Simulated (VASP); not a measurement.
# HfC: single point with PBEsol

HfC:

```
Hf C
1.0
     0.00000    2.46450    2.32500
     2.46450    0.00000    2.32500
     2.46450    2.46450    0.00000
Hf C
1 1
Direct
  0.50000 0.50000 0.50000
  0.00000 0.00000 0.00000
```

This cell differs from its parent crystal: strain +0.0600 x Voigt [1, 1, 0, 0, 0, 0].

| Property | Result |
| --- | --- |
| Program | VASP 6.6.1 |
| Task | single point |
| Functional | PBEsol |
| Potentials or basis | VASP PAW PBE potentials, release 64 (Hf_pv, C) |
| Cutoff | 520 eV |
| k mesh | 18 × 18 × 18 |
| Occupations | gaussian, width 0.15 eV |
| Spin | no spin polarisation |

The pressure is -26.3 GPa. The band gap on the k mesh is zero (band 7 reaches 6.05 eV, above the bottom of band 8 at 4.28 eV).

Stress tensor (GPa, compression positive):
```
-31.08   0.00   0.00
  0.00 -31.08   0.00
  0.00   0.00 -16.89
```

Levels at points of the mesh, in eV from the Fermi level:
```tsv
k point	band 3	band 4	band 5	band 6	band 7	band 8	band 9	band 10	band 11	band 12
(0.00, 0.00, 0.00)	-30.00	-11.72	0.89	0.89	1.10	1.13	1.13	1.65	2.66	2.97
(0.50, 0.00, 0.00)	-30.06	-8.53	-5.67	-2.69	-2.61	4.40	4.88	5.13	5.90	9.38
(0.50, 0.50, 0.00)	-30.27	-9.82	-2.27	-1.55	-0.39	-0.39	4.66	5.82	5.82	6.80
(0.50, 0.00, 0.50)	-30.17	-9.93	-2.82	-1.41	-0.12	0.00	4.44	5.50	6.07	7.01
```

Wall time 2.4 min on 1 thread of Intel(R) Xeon(R) Platinum 8375C CPU @ 2.90GHz (Ice Lake), on a shared host, peak memory 0.31 GiB.

Caveat: the cell differs from its parent crystal (strain +0.0600 x Voigt [1, 1, 0, 0, 0, 0]); the PAW data sets were made with another functional, which shifts forces and pressure a little; spin-orbit coupling is left out, which moves the levels of the heavy elements.
